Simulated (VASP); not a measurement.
# TbHgB4 (P2/m) in VASP: single point with PBE

Aim: the single point of TbHgB4 with PBE.

Everything below comes from runs of VASP 6.6.1. Logs are shortened: lines on timing, memory, paths and dates and some standing lists are left out, and cuts for length are marked.

## 1. The cell of the first run

It takes space group P2/m (No. 10, monoclinic). The conventional cell has a = 4.071 Å, b = 3.256 Å, c = 5.397 Å, α = 90.00°, β = 98.72°, γ = 90.00°. Within 3.4 Å of Tb (site symmetry 2/m) lie 12 B at 2.61 to 2.86 Å and 4 Hg at 3.15 Å and 2 Tb at 3.26 Å. Within 2.5 Å of B (site symmetry m) lie 3 B at 1.81 to 1.87 Å and 1 Hg at 2.43 Å. Within 2.3 Å of B (site symmetry m) lie 3 B at 1.76 to 1.87 Å. Hg (site symmetry 2/m) has 12 B at 2.43 to 2.97 Å and 4 Tb at 3.15 Å and 2 Hg at 3.26 Å within 3.3 Å.

## 2. Single point, PBE

Input file INCAR:

```
SYSTEM = TbHgB4
PREC = Accurate ; ENCUT = 500
EDIFF = 1E-6 ; ISMEAR = 0
SIGMA = 0.1 ; LREAL = .False.
LASPH = .True. ; NELM = 200
ALGO = Normal ; ISIF = 2
LWAVE = .False. ; LCHARG = .False.
GGA = PE ; NBANDS = 26
GGA_COMPAT = .False. ; LMAXMIX = 6
```

Input file KPOINTS:

```
regular mesh
0
Gamma
  4 6 4
  0 0 0
```

Input file POSCAR:

```
TbHgB4
1.0
    4.0713444887      0.0000000000      0.0000000000
    0.0000000000      3.2563724705      0.0000000000
   -0.8186236328      0.0000000000      5.3341858360
Tb B Hg
1 4 1
Direct
    0.5000000000      0.5000000000      0.5000000000
    0.0208865091      0.0000000000      0.6697411863
    0.9730350387      0.5000000000      0.1588203279
    0.0269649613      0.5000000000      0.8411796721
    0.9791134909      0.0000000000      0.3302588137
    0.5000000000      0.0000000000      0.0000000000
```

Potentials or basis: VASP PAW PBE potentials, release 64 (Tb_3, B, Hg), 4f in core.

Command:

```sh
$ cat potpaw_PBE.64/Tb_3/POTCAR potpaw_PBE.64/B/POTCAR potpaw_PBE.64/Hg/POTCAR > POTCAR
$ mpirun -np 1 vasp_std > vasp.out
```

OUTCAR:

```text
SYSTEM = TbHgB4
   PREC = Accurate
   ENCUT = 500
   EDIFF = 1E-6
   ISMEAR = 0
   LREAL = .False.
   LASPH = .True.
   NELM = 200
   ISIF = 2
   GGA = PE

 ion  position               nearest neighbor table
   1  0.500  0.500  0.500-   4 2.61   3 2.61   2 2.72   2 2.72   5 2.72   5 2.72   5 2.80   2 2.80
                             5 2.80   2 2.80   3 2.86   4 2.86   6 3.15   6 3.15   6 3.15   6 3.15
   2  0.021  0.000  0.670-   5 1.81   4 1.87   4 1.87   6 2.43   1 2.72   1 2.72   1 2.80   1 2.80
                             6 2.97
   3  0.973  0.500  0.159-   4 1.76   5 1.87   5 1.87   6 2.57   6 2.57   1 2.61   1 2.86   6 2.92
                             6 2.92
   4  0.027  0.500  0.841-   3 1.76   2 1.87   2 1.87   6 2.57   6 2.57   1 2.61   1 2.86   6 2.92
                             6 2.92
   5  0.979  0.000  0.330-   2 1.81   3 1.87   3 1.87   6 2.43   1 2.72   1 2.72   1 2.80   1 2.80
                             6 2.97
   6  0.500  0.000  0.000-   2 2.43   5 2.43   4 2.57   3 2.57   3 2.57   4 2.57   4 2.92   4 2.92
                             3 2.92   3 2.92   5 2.97   2 2.97   1 3.15   1 3.15   1 3.15   1 3.15

  LATTYP: Found a simple monoclinic cell.
 ALAT       =     4.0713444887
 B/A-ratio  =     0.7998273002
 C/A-ratio  =     1.3255169881
 COS(beta)  =    -0.1516914592

  Lattice vectors:

 A1 = (   4.0713444887,   0.0000000000,   0.0000000000)
 A2 = (   0.0000000000,   3.2563724705,   0.0000000000)
 A3 = (  -0.8186236328,   0.0000000000,   5.3341858360)

Analysis of symmetry for initial positions (statically):
=====================================================================
 Subroutine PRICEL returns:
 Original cell was already a primitive cell.

 Routine SETGRP: Setting up the symmetry group for a
 simple monoclinic supercell.

 Subroutine GETGRP returns: Found  4 space group operations
 (whereof  4 operations were pure point group operations)
 out of a pool of  4 trial point group operations.

The static configuration has the point symmetry C_2h.

Analysis of symmetry for dynamics (positions and initial velocities):
=====================================================================
 Subroutine PRICEL returns:
 Original cell was already a primitive cell.

 Routine SETGRP: Setting up the symmetry group for a
 simple monoclinic supercell.

 Subroutine GETGRP returns: Found  4 space group operations
 (whereof  4 operations were pure point group operations)
 out of a pool of  4 trial point group operations.

The dynamic configuration has the point symmetry C_2h.

 Subroutine INISYM returns: Found  4 space group operations
 (whereof  4 operations are pure point group operations),
 and found     1 'primitive' translations

----------------------------------------------------------------------------------------

                                     Primitive cell

  volume of cell :      70.7196

  direct lattice vectors                    reciprocal lattice vectors
     4.071344489  0.000000000  0.000000000     0.245619108  0.000000000  0.037694526
     0.000000000  3.256372471  0.000000000     0.000000000  0.307090178  0.000000000
    -0.818623633  0.000000000  5.334185836     0.000000000  0.000000000  0.187470034

  length of vectors
     4.071344489  3.256372471  5.396636284     0.248494715  0.307090178  0.187470034

  position of ions in fractional coordinates (direct lattice)
     0.500000000  0.500000000  0.500000000
     0.020886509  0.000000000  0.669741186
     0.973035039  0.500000000  0.158820328
     0.026964961  0.500000000  0.841179672
     0.979113491  0.000000000  0.330258814
     0.500000000  0.000000000  0.000000000

  ion indices of the primitive-cell ions
   primitive index   ion index
                 1           1
                 2           2
                 3           3
                 4           4
                 5           5
                 6           6

----------------------------------------------------------------------------------------

 KPOINTS: regular mesh

Automatic generation of k-mesh.
 Grid dimensions read from file:
 generate k-points for:    4    6    4

 Generating k-lattice:

  Cartesian coordinates                     Fractional coordinates (reciprocal lattice)
     0.061404777  0.000000000  0.009423631     0.250000000  0.000000000  0.000000000
     0.000000000  0.051181696  0.000000000     0.000000000  0.166666667  0.000000000
     0.000000000  0.000000000  0.046867508     0.000000000  0.000000000  0.250000000

  Length of vectors
     0.062123679  0.051181696  0.046867508

  Shift w.r.t. Gamma in fractional coordinates (k-lattice)
     0.000000000  0.000000000  0.000000000

 Subroutine IBZKPT returns following result:
 ===========================================

 Found     40 irreducible k-points:

 Following reciprocal coordinates:
            Coordinates               Weight
  0.000000  0.000000  0.000000      1.000000
  0.250000  0.000000  0.000000      2.000000
  0.500000  0.000000  0.000000      1.000000
  0.000000  0.166667  0.000000      2.000000
  0.250000  0.166667  0.000000      4.000000
  0.500000  0.166667  0.000000      2.000000
[... 16 lines left out ...]
  0.500000  0.333333  0.250000      4.000000
 -0.250000  0.333333  0.250000      4.000000
 [... further k-points ...]
   k-points           NKPTS =     40   k-points in BZ     NKDIM =     40   number of bands    NBANDS=     26
   number of dos      NEDOS =    301   number of ions     NIONS =      6
   total plane-waves  NPLWV =  28800
   dimension x,y,z NGX =    30 NGY =   24 NGZ =   40
   dimension x,y,z NGXF=    60 NGYF=   48 NGZF=   80
   ions per type =               1   4   1
   NGX,Y,Z   is equivalent  to a cutoff of  12.25, 12.25, 12.32 a.u.
   NGXF,Y,Z  is equivalent  to a cutoff of  24.50, 24.51, 24.64 a.u.
 SYSTEM =  TbHgB4
   PREC   = accura    normal or accurate (medium, high low for compatibility)
   ISTART =      0    job   : 0-new  1-cont  2-samecut
   ICHARG =      2    charge: 1-file 2-atom 10-const
   ISPIN  =      1    spin polarized calculation?
   LNONCOLLINEAR =      F non collinear calculations
   LSORBIT =      F    spin-orbit coupling
   LASPH  =      T    aspherical Exc in radial PAW
   ENCUT  =  500.0 eV  36.75 Ry    6.06 a.u.   7.42  5.94  9.84*2*pi/ulx,y,z
   NELM   =    200;   NELMIN=  2; NELMDL= -5     # of ELM steps
   EDIFF  = 0.1E-05   stopping-criterion for ELM
   LREAL  =      F    real-space projection
   EDIFFG = 0.1E-04   stopping-criterion for IOM
   NSW    =      0    number of steps for IOM
   IBRION =     -1    ionic relax: 0-MD 1-quasi-New 2-CG
   NFREE  =      0    steps in history (QN), initial steepest desc. (CG)
   ISIF   =      2    stress and relaxation
   ISYM   =      2    0-nonsym 1-usesym 2-fastsym
   POTIM  = 0.5000    time-step for ionic-motion
   TEBEG  =    0.0;   TEEND  =   0.0 temperature during run
   PSTRESS=    0.0 pullay stress
   NELECT =      33.0000    total number of electrons
   NUPDOWN=      -1.0000    fix difference up-down
   EMIN   =  10.00;   EMAX   =-10.00  energy-range for DOS
   EFERMI =   0.00;   METHOD = LEGACY
   ISMEAR =     0;   SIGMA  =   0.10  broadening in eV -4-tet -1-fermi 0-gaus
   EFERMI_NEDOS =   21; number of points for ismear=-14 and -15
   IALGO  =     38    algorithm
   IMIX   =      4    mixing-type and parameters
     AMIX     =   0.40;   BMIX     =  1.00
     AMIX_MAG =   1.60;   BMIX_MAG =  1.00
  volume/ion in A,a.u.               =      11.79        79.54
  Fermi-wavevector in a.u.,A,eV,Ry     =   1.269793  2.399560 21.937670  1.612373
  Thomas-Fermi vector in A             =   2.402815
   LORBIT       =      0    0 simple, 1 ext, 2 COOP (PROOUT), +10 PAW based schemes
   GGA     = PE    functional components
   LHFCALC =     F    Hartree Fock is set to
   AEXX    =    0.0000 exact exchange contribution
   IVDW    =     0    specifies the selected vdW correction
   LEPSILON=     F    determine dielectric tensor
   LRPA    =     F    only Hartree local field effects (RPA)
 non-spin polarized calculation
 Gauss-broadening in eV      SIGMA  =   0.10
  energy-cutoff  :      500.00
  volume of cell :       70.72
 maximum number of plane-waves:      1818
 NGX is ok and might be reduce to    30
   NGX = 15   NGY = 11   NGZ = 19

 number of electron      33.0000003 magnetization

 Free energy of the ion-electron system (eV)
  ---------------------------------------------------
  ext. energy  EPLUGINS =         0.00000000
  ---------------------------------------------------
  free energy    TOTEN  =       -31.14231008 eV

  energy without entropy =      -31.13321288  energy(sigma->0) =      -31.13776148

 E-fermi :   5.5105     XC(G=0): -11.8214

 val. band max:        5.4855331964   @ k =   0.5000   0.0000   0.0000
 cond. band min:       5.5555450517   @ k =   0.0000   0.0000   0.0000
 fundamental gap:      0.0700118553
 Fermi energy:         5.5104948448

 k-point     1 :       0.0000    0.0000    0.0000
  band No.  band energies     occupation
      1     -16.7189      2.00000
      2     -16.5023      2.00000
      3     -16.0773      2.00000
      4      -6.9480      2.00000
      5      -3.5410      2.00000
      6      -2.8504      2.00000
[... 18 lines left out ...]
     25      11.4820      0.00000
     26      11.5345      0.00000

 k-point     2 :       0.2500    0.0000    0.0000
  band No.  band energies     occupation
      1     -16.7087      2.00000
      2     -16.6110      2.00000
      3     -16.0691      2.00000
      4      -6.3123      2.00000
      5      -3.7776      2.00000
      6      -3.2818      2.00000
[... 18 lines left out ...]
     25      11.9712      0.00000
     26      12.8040      0.00000

 k-point     3 :       0.5000    0.0000    0.0000
  band No.  band energies     occupation
      1     -16.7390      2.00000
      2     -16.6743      2.00000
      3     -16.0608      2.00000
      4      -5.1657      2.00000
      5      -4.5455      2.00000
      6      -3.3271      2.00000
[... 18 lines left out ...]
     25      11.8320      0.00000
     26      13.5405      0.00000

 k-point     4 :       0.0000    0.1667    0.0000
  band No.  band energies     occupation
      1     -16.6902      2.00000
      2     -16.4680      2.00000
      3     -16.3364      2.00000
      4      -6.5698      2.00000
      5      -3.2526      2.00000
      6      -2.6799      2.00000
[... 18 lines left out ...]
     25      12.1665      0.00000
     26      12.7525      0.00000

 k-point     5 :       0.2500    0.1667    0.0000
  band No.  band energies     occupation
      1     -16.6799      2.00000
      2     -16.5720      2.00000
      3     -16.3241      2.00000
      4      -5.9913      2.00000
      5      -3.6417      2.00000
      6      -2.9938      2.00000
[... 18 lines left out ...]
     25      12.6538      0.00000
     26      13.0143      0.00000

 k-point     6 :       0.5000    0.1667    0.0000
  band No.  band energies     occupation
      1     -16.6993      2.00000
      2     -16.6414      2.00000
      3     -16.3126      2.00000
      4      -5.0482      2.00000
      5      -4.2849      2.00000
      6      -2.9153      2.00000
[... 427 lines left out ...]
 k-point    21 :       0.0000    0.3333    0.2500
  band No.  band energies     occupation
      1     -16.8116      2.00000
      2     -16.6341      2.00000
      3     -16.3979      2.00000
      4      -5.3096      2.00000
      5      -3.4040      2.00000
      6      -2.8443      2.00000
[... 18 lines left out ...]
     25      13.1058      0.00000
     26      14.1700      0.00000

 k-point    22 :       0.2500    0.3333    0.2500
  band No.  band energies     occupation
      1     -16.7945      2.00000
      2     -16.6237      2.00000
      3     -16.4907      2.00000
      4      -4.9062      2.00000
      5      -3.7163      2.00000
      6      -3.1200      2.00000
[... 18 lines left out ...]
     25      12.8876      0.00000
     26      13.5170      0.00000

 k-point    23 :       0.5000    0.3333    0.2500
  band No.  band energies     occupation
      1     -16.7772      2.00000
      2     -16.6260      2.00000
      3     -16.5662      2.00000
      4      -4.7197      2.00000
      5      -4.1022      2.00000
      6      -2.6972      2.00000
[... 18 lines left out ...]
     25      13.0196      0.00000
     26      13.4631      0.00000

 k-point    24 :      -0.2500    0.3333    0.2500
  band No.  band energies     occupation
      1     -16.7950      2.00000
      2     -16.6227      2.00000
      3     -16.4897      2.00000
      4      -5.0958      2.00000
      5      -3.8286      2.00000
      6      -2.7656      2.00000
[... 18 lines left out ...]
     25      13.0234      0.00000
     26      13.5000      0.00000

 [... further k-points ...]

------------------------ aborting loop because EDIFF is reached ----------------------------------------

  FORCE on cell =-STRESS in cart. coord.  units (eV):
  Direction    XX          YY          ZZ          XY          YZ          ZX
  --------------------------------------------------------------------------------------
  -------------------------------------------------------------------------------------
  Total       -0.0455594      0.2876392      0.5919801      0.0000000      0.0000000      0.3556201
  in kB       -1.0321645      6.5165630     13.4115076      0.0000000      0.0000000      8.0566933
  external PRESSURE =       6.2986354 kB  Pullay stress =       0.0000000 kB

 VOLUME and BASIS-vectors are now :
 -----------------------------------------------------------------------------
  energy-cutoff  :      500.00
  volume of cell :       70.72
      direct lattice vectors                 reciprocal lattice vectors
     4.071344489  0.000000000  0.000000000     0.245619108  0.000000000  0.037694526
     0.000000000  3.256372471  0.000000000     0.000000000  0.307090178  0.000000000
    -0.818623633  0.000000000  5.334185836     0.000000000  0.000000000  0.187470034

 POSITION                                       TOTAL-FORCE (eV/Angst)
 -----------------------------------------------------------------------------------
      1.62636      1.62819      2.66709        -0.000000     -0.000000      0.000000
     -0.46323      0.00000      3.57252        -0.000030     -0.000000     -0.134640
      3.83155      1.62819      0.84718         0.067792     -0.000000      0.050065
     -0.57883      1.62819      4.48701        -0.067792      0.000000     -0.050065
      3.71595      0.00000      1.76166         0.000030      0.000000      0.134640
      2.03567      0.00000      0.00000        -0.000000     -0.000000      0.000000
 -----------------------------------------------------------------------------------
    total drift:                               -0.000000     -0.000000      0.000000

  FREE ENERGIE OF THE ION-ELECTRON SYSTEM (eV)
  ---------------------------------------------------
  free  energy   TOTEN  =       -31.1423100756 eV

  energy  without entropy=      -31.1332128809  energy(sigma->0) =      -31.13776148
```

Wall time 63 s (1 thread of Intel Xeon Platinum 8488C (Sapphire Rapids), shared host); peak memory 0.22 GiB.

Results:

```yaml
Free_energy: -31.1423 eV
Pressure: 0.6 GPa
Largest_force: 0.135 eV/Å
Band_gap_on_the_k_mesh: zero (an odd number of electrons rules out a gap without spin polarisation)
```

Forces in eV/Å, atoms in the order of the input:
```
Tb   0.000  0.000  0.000
B    0.000  0.000 -0.135
B    0.068  0.000  0.050
B   -0.068  0.000 -0.050
B    0.000  0.000  0.135
Hg   0.000  0.000  0.000
```

Stress tensor (GPa, compression positive):
```
-0.10  0.00  0.81
 0.00  0.65  0.00
 0.81  0.00  1.34
```

Levels at points of the mesh, in eV from the Fermi level:
```
           k point  band 15  band 16  band 17  band 18  band 19  band 20
(0.00, 0.00, 0.00)    -1.13     0.05     0.05     1.35     2.19     4.17
(0.50, 0.00, 0.00)    -1.69    -0.02     0.28     2.10     3.89     4.14
(0.00, 0.50, 0.00)    -3.05    -0.65     1.01     1.26     1.50     1.57
(0.50, 0.50, 0.00)    -2.97    -2.84    -2.45     2.56     3.37     4.01
(0.00, 0.00, 0.50)    -1.85    -1.40    -1.04     0.84     1.53     4.51
(0.50, 0.00, 0.50)    -2.15    -0.70    -0.22     2.34     3.37     3.67
(0.00, 0.50, 0.50)    -2.02    -0.29     1.19     1.26     1.53     2.21
(0.50, 0.50, 0.50)    -2.35    -1.78    -1.13     1.15     4.32     4.48
```

Caveat: the k points lie up to 0.39 Å⁻¹ apart, too coarse for converged energies and pressures of a metal; spin-orbit coupling is left out, which moves the levels of the heavy elements; the 4f electrons are frozen in the core, so they carry no moment and show no levels. Spin polarisation is off, so any magnetic state and its effect on volume and gap are missing.

The gap in the log of VASP goes by the Fermi energy; the results here count the filled bands.